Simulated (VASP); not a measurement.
Runs of VASP 6.6.1 on WS2. The structure is that of space group P6_3/mmc (No. 194), or close to it. The cells are those of the table. 

```csv
cell,gap on the mesh (eV),pressure (GPa),largest force (eV/Å)
"a = 3.043, b = 3.043, c = 11.991 Å, angles 90.0, 90.0, 120.0°, 6 atoms",0.84,(d),(c)
"a = 3.202, b = 3.202, c = 12.616 Å, angles 90.0, 90.0, 120.0°, 6 atoms",1.06,1.0,0.18
"a = 3.170, b = 3.170, c = 12.491 Å, angles 90.0, 90.0, 120.0°, 6 atoms",1.06,(a),0.20
"a = 3.233, b = 3.233, c = 12.741 Å, angles 90.0, 90.0, 120.0°, 6 atoms",0.90,-1.0,0.17
"a = 3.107, b = 3.107, c = 12.241 Å, angles 90.0, 90.0, 120.0°, 6 atoms",0.97,(b),0.23
"a = 3.075, b = 3.075, c = 12.116 Å, angles 90.0, 90.0, 120.0°, 6 atoms",0.91,12.1,0.25
"a = 3.138, b = 3.138, c = 12.366 Å, angles 90.0, 90.0, 120.0°, 6 atoms",1.02,5.8,0.22
```

Alike in all rows: task single point; level PBE; potentials or basis VASP PAW PBE potentials, release 64 (W_sv, S); no spin polarisation; k mesh 12 × 12 × 2; cutoff (eV) 520; smearing fermi-dirac 0.02 eV.

Task: Fill in the values left out.

Result: (a) 3.2; (b) 8.7; (c) 0.28; (d) 15.8.

Caveats: spin-orbit coupling is left out, which moves the levels of the heavy elements; this functional lacks dispersion, which binds the layers, so the pressure and a relaxed spacing across them are unreliable (some runs).

A k mesh can miss the band edges, and the runs leave out spin-orbit coupling on W.
